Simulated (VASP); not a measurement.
Input of a VASP 6.6.1 run:

INCAR

```
SYSTEM = Rh12N
PREC = Accurate
ENCUT = 520
EDIFF = 1E-6
ISMEAR = 0
SIGMA = 0.1
LREAL = .FALSE.
LASPH = .TRUE.
NELM = 100
ALGO = Normal
ISIF = 2
LWAVE = .FALSE.
LCHARG = .FALSE.
LDIPOL = .TRUE.
IDIPOL = 3
DIPOL = 0.5 0.5 0.316
GGA = PE
NBANDS = 104
```

File KPOINTS:

```
Automatic mesh
0
G
  5 5 1
  0 0 0
```

POSCAR

```
Rh12N
1.0
    5.4165863246      0.0000000000      0.0000000000
    0.0000000000      5.4165863246      0.0000000000
    0.0000000000      0.0000000000     19.1737394151
Rh N
12 1
Direct
    0.2500000000      0.2500000000      0.2086186692
    0.2500000000      0.7500000000      0.2086186692
    0.7500000000      0.2500000000      0.2086186692
    0.7500000000      0.7500000000      0.2086186692
    0.0000000000      0.0000000000      0.3044995950
    0.0000000000      0.5000000000      0.3044995950
    0.5000000000      0.0000000000      0.3044995950
    0.5000000000      0.5000000000      0.3044995950
    0.2500000000      0.2500000000      0.4002213261
    0.2500000000      0.7500000000      0.4002213261
    0.7500000000      0.2500000000      0.4002213261
    0.7500000000      0.7500000000      0.4002213261
    0.4166666667      0.5000000000      0.4491790090
```

Potentials or basis: VASP PAW PBE potentials, release 64 (Rh_pv, N).

Run with:

```console
$ cat potpaw_PBE.64/Rh_pv/POTCAR potpaw_PBE.64/N/POTCAR > POTCAR
$ mpirun -np 1 vasp_std > vasp.out
```

Question: Predict the largest force.

Answer: 1.092 eV/Å.

Forces in eV/Å, atoms in the order of the input:
```
Rh  -0.036 -0.008  0.052
Rh  -0.036  0.008  0.052
Rh  -0.039  0.050  0.029
Rh  -0.039 -0.050  0.029
Rh  -0.184  0.000 -0.399
Rh  -0.466  0.000 -0.825
Rh  -0.163  0.000 -0.492
Rh   0.372  0.000 -1.027
Rh   0.004 -0.178  0.888
Rh   0.004  0.178  0.888
Rh  -0.202  0.176  0.382
Rh  -0.202 -0.176  0.382
N    0.987  0.000  0.041
```
